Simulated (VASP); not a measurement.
# TiO2 (P6_3/mmc) in VASP: a series of runs, part 2 of 2

VASP 6.6.1. The steps go on from the part before.

**5. Relaxation of cell and atoms, PBE+D3(BJ), collinear spin**

This run uses another cell than the first one, of 12.15 Å³/atom.

Input file INCAR:

```
SYSTEM = TiO2
ALGO     = Normal         ! electronic algorithm
EDIFF    = 1E-6           ! SCF threshold, eV
EDIFFG   = -0.04          ! ionic threshold
ENCUT    = 600            ! plane-wave cutoff, eV
GGA      = PE             ! functional
IBRION   = 2              ! ionic algorithm
ISIF     = 3              ! what is computed and relaxed
ISMEAR   = 0              ! smearing method
ISPIN    = 2              ! spin polarisation
IVDW     = 12             ! dispersion correction
LASPH    = .TRUE.         ! aspherical terms in the spheres
LCHARG   = .FALSE.        ! write CHGCAR
LMAXMIX  = 4              ! l up to which the mixer works
LORBIT   = 11             ! projections on sites
LREAL    = .FALSE.        ! projectors in reciprocal space
LWAVE    = .FALSE.        ! write WAVECAR
MAGMOM   = 1 1 0 0 0 0    ! initial moments
NELM     = 150            ! most SCF steps
NSW      = 90             ! ionic steps
PREC     = Accurate       ! precision mode
SIGMA    = 0.1            ! smearing width, eV
```

Input file KPOINTS:

```
k-points
0
G
  6 6 2
  0 0 0
```

Input file POSCAR:

```
TiO2
1.0
    2.8769479800      0.0000000000      0.0000000000
   -1.4384739900      2.4915100300      0.0000000000
    0.0000000000      0.0000000000     10.1663045700
Ti O
2 4
Direct
    0.6666666700      0.3333333300      0.7500000000
    0.3333333300      0.6666666700      0.2500000000
    0.3333333300      0.6666666700      0.8716347700
    0.3333333300      0.6666666700      0.6283652300
    0.6666666700      0.3333333300      0.1283652300
    0.6666666700      0.3333333300      0.3716347700
```

Run with:

```sh
cat potpaw_PBE.64/Ti_sv/POTCAR potpaw_PBE.64/O/POTCAR > POTCAR
mpirun -np 1 vasp_std > vasp.out
```

Run time: 9 min. Hardware: 1 thread of Intel Xeon Platinum 8488C (Sapphire Rapids), shared host; peak memory 0.29 GiB.

Results (log left out):

```
Free energy                                           : -51.5380 eV
Relaxed volume                                        : 11.24 Å³/atom
Relaxed cell                                          : a = 2.873 Å, b = 2.873 Å, c = 9.434 Å, α = 90.00°, β = 90.00°, γ = 120.00°
Space group after relaxing (to 0.1 Å)                 : P6_3/mmc (No. 194)
Energy gained by relaxing                             : 114.0 meV/atom
Ionic steps                                           : 12
Pressure after relaxing                               : -0.2 GPa
Largest force after relaxing                          : 0.030 eV/Å
Band gap on the k mesh                                : 0.54 eV (least direct gap 1.22 eV)
Net moment                                            : 0.00 μB per cell
Valence electrons inside the program's atomic spheres : Ti 10.33; O 5.00
Dispersion energy per atom                            : -0.224 eV
```

Forces in eV/Å, atoms in the order of the input:
```
Ti   0.000  0.000  0.000
Ti   0.000  0.000  0.000
O    0.000  0.000 -0.030
O    0.000  0.000  0.030
O    0.000  0.000  0.030
O    0.000  0.000 -0.030
```

Stress tensor (GPa, compression positive):
```
 0.00  0.00  0.00
 0.00  0.00  0.00
 0.00  0.00 -0.49
```

Step by step:
| step | energy change (eV) | largest force (eV/Å) | pressure (GPa) | volume (Å³) |
| --- | --- | --- | --- | --- |
| 1 | 0.0000 | 2.7461 | -13.76 | 72.87 |
| 2 | 1.1394 | 6.3104 | 38.76 | 62.21 |
| 3 | -0.6618 | 0.2905 | 0.28 | 68.48 |
| 4 | -0.6673 | 0.0650 | 1.57 | 68.18 |
| 5 | -0.6675 | 0.0071 | 1.99 | 68.09 |
| 6 | -0.6762 | 0.0783 | -1.16 | 69.18 |
| 7 | -0.6784 | 0.0549 | -0.22 | 68.84 |
| 8 | -0.6792 | 0.0396 | -0.30 | 68.73 |
| 9 | -0.6811 | 0.0076 | -0.42 | 68.42 |
| 10 | -0.6829 | 0.0989 | -0.68 | 67.80 |
| 11 | -0.6833 | 0.0814 | -0.57 | 67.71 |
| 12 | -0.6840 | 0.0305 | -0.16 | 67.46 |

Final structure:
```
Ti O
1.0
     2.87349    0.00000    0.00000
    -1.43675    2.48852    0.00000
     0.00000    0.00000    9.43379
Ti O
2 4
Direct
  0.66667 0.33333 0.75000
  0.33333 0.66667 0.25000
  0.33333 0.66667 0.86927
  0.33333 0.66667 0.63073
  0.66667 0.33333 0.13073
  0.66667 0.33333 0.36927
```

Levels at points of the mesh, in eV from the valence-band top:
Spin up:
| k point | band 21 | band 22 | band 23 | band 24 | band 25 | band 26 | band 27 | band 28 |
| --- | --- | --- | --- | --- | --- | --- | --- | --- |
| (0.00, 0.00, 0.00) | -2.25 | -2.25 | -1.79 | 0.00 | 2.36 | 2.58 | 3.52 | 3.52 |
| (0.50, 0.00, 0.00) | -2.38 | -2.20 | -0.92 | -0.91 | 0.84 | 1.16 | 3.18 | 3.18 |
| (0.00, 0.00, 0.50) | -2.29 | -2.29 | -0.85 | -0.85 | 2.51 | 2.51 | 3.53 | 3.53 |
| (0.50, 0.00, 0.50) | -2.29 | -2.29 | -0.92 | -0.92 | 1.01 | 1.01 | 3.18 | 3.18 |
Spin down:
```tsv
k point	band 20	band 21	band 22	band 23	band 24	band 25	band 26	band 27	band 28	band 29
(0.00, 0.00, 0.00)	-2.33	-2.25	-2.25	-1.79	0.00	2.36	2.58	3.52	3.52	3.52
(0.50, 0.00, 0.00)	-3.43	-2.38	-2.20	-0.92	-0.91	0.84	1.16	3.18	3.18	3.23
(0.00, 0.00, 0.50)	-2.29	-2.29	-2.29	-0.85	-0.85	2.51	2.51	3.53	3.53	3.53
(0.50, 0.00, 0.50)	-3.55	-2.29	-2.29	-0.92	-0.92	1.01	1.01	3.18	3.18	3.24
```

Caveat: the k points lie up to 0.42 Å⁻¹ apart in the final cell. A k mesh can miss the band edges.

**6. The runs side by side**

| task | spin | cell | k mesh | cutoff (eV) | smearing | gap on the mesh (eV) | pressure (GPa) | moment (μB) | largest force (eV/Å) |
| --- | --- | --- | --- | --- | --- | --- | --- | --- | --- |
| single point | collinear | a = 2.871, b = 2.871, c = 9.478 Å, angles 90.0, 90.0, 120.0°, 6 atoms, atomic positions A | 6 × 6 × 2 | 520 | gaussian 0.1 eV | 0.56 | 0.7 | 0.00 | 0.08 |
| single point | collinear | a = 2.877, b = 2.877, c = 10.166 Å, angles 90.0, 90.0, 120.0°, 6 atoms, atomic positions B | 6 × 6 × 2 | 520 | gaussian 0.1 eV | 0.94 | -13.6 | 0.00 | 2.74 |
| single point | off | a = 2.871, b = 2.871, c = 9.478 Å, angles 90.0, 90.0, 120.0°, 6 atoms, atomic positions A | 12 × 12 × 4 | 520 | gaussian 0.02 eV | 0.53 | 0.7 | - | 0.08 |
| relaxation of cell and atoms | collinear | relaxed from a = 2.877, b = 2.877, c = 10.166 Å, angles 90.0, 90.0, 120.0°, 6 atoms, atomic positions B | 6 × 6 × 2 | 600 | gaussian 0.1 eV | 0.54 | -0.2 | 0.00 | 0.03 |

Alike in all rows: level PBE+D3(BJ); potentials or basis VASP PAW PBE potentials, release 64 (Ti_sv, O).

Caveats: some runs use coarse meshes; forces of over 1 eV/Å act on the atoms, so gaps and moduli don't describe the material at rest (at least some runs).

Absolute energies hang on the potentials; compare differences alone.
